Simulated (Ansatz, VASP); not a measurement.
**Two plane-wave programs on Ru**

```
CELL_PARAMETERS angstrom
2.72110 0.00000 0.00000
1.36055 2.35654 0.00000
0.00000 0.00000 26.73240
ATOMIC_POSITIONS crystal
Ru 0.66667 0.66667 0.30203
Ru 0.00000 0.00000 0.37901
Ru 0.66667 0.66667 0.45926
Ru 0.00000 0.00000 0.54074
Ru 0.66667 0.66667 0.62099
Ru 0.00000 0.00000 0.69797
```

Alike in both runs: functional PBE; k mesh 14 × 14 × 1; no spin polarisation.

Ansatz relaxed the structure, and its values are those at the end. VASP's run is a single point on that final structure, the one shown.

```csv
,VASP,Ansatz
version,VASP 6.6.1,Ansatz 0.2.0
potentials or method,"VASP PAW PBE potentials, release 64 (Ru_pv)","plane-wave PAW, scalar-relativistic"
plane-wave cutoff (eV),520,420
occupations,"methfessel-paxton of order 1, width 0.1 eV","cold, width 0.1 eV"
valence electrons in the cell,84,96
```

Ansatz gave:

- rms of the force components (eV/Å): 0.001

Question: Which values does VASP return?

Answer: rms of the force components (eV/Å): 0.007.

VASP's potentials hold 84 valence electrons a cell and Ansatz's 96, so a difference there can come from the potentials and not from the codes.
